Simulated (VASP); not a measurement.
YTl: electric field gradients with LDA

YTl:

```
Y Tl
1.0
     3.77584    0.00000    0.00000
     0.00000    3.77584    0.00000
     0.00000    0.00000    3.77584
Y Tl
1 1
Direct
  0.50000 0.50000 0.50000
  0.00000 0.00000 0.00000
```

```
Program                : VASP 6.6.1
Task                   : electric field gradients
Functional             : LDA
Potentials or basis    : VASP PAW LDA potentials, release 64 (Y_sv, Tl_d)
Cutoff                 : 520 eV
k mesh                 : 11 × 11 × 11
Occupations            : fermi-dirac, width 0.08 eV
Spin                   : no spin polarisation
Dipole correction      : no
Further INCAR settings : ALGO = Normal; EDIFF = 1e-08; NBANDS = 19
```

```json
{"Pressure": "-4.0 GPa", "Band gap on the k mesh": "zero (bands 12 and 13 overlap by 2.17 eV)", "Largest electric field gradient by atom": "zero within the noise of the run"}
```

Levels at points of the mesh, in eV from the Fermi level:
| k point | band 10 | band 11 | band 12 | band 13 | band 14 | band 15 |
| --- | --- | --- | --- | --- | --- | --- |
| (0.00, 0.00, 0.00) | -8.97 | -0.14 | -0.14 | 3.01 | 3.01 | 3.01 |

Wall time 16 s on 1 thread of Intel(R) Xeon(R) 6975P-C (Granite Rapids), on a shared host, peak memory 0.19 GiB.

Caveat: the cell stands under tension; spin-orbit coupling is left out, which moves the levels of the heavy elements.
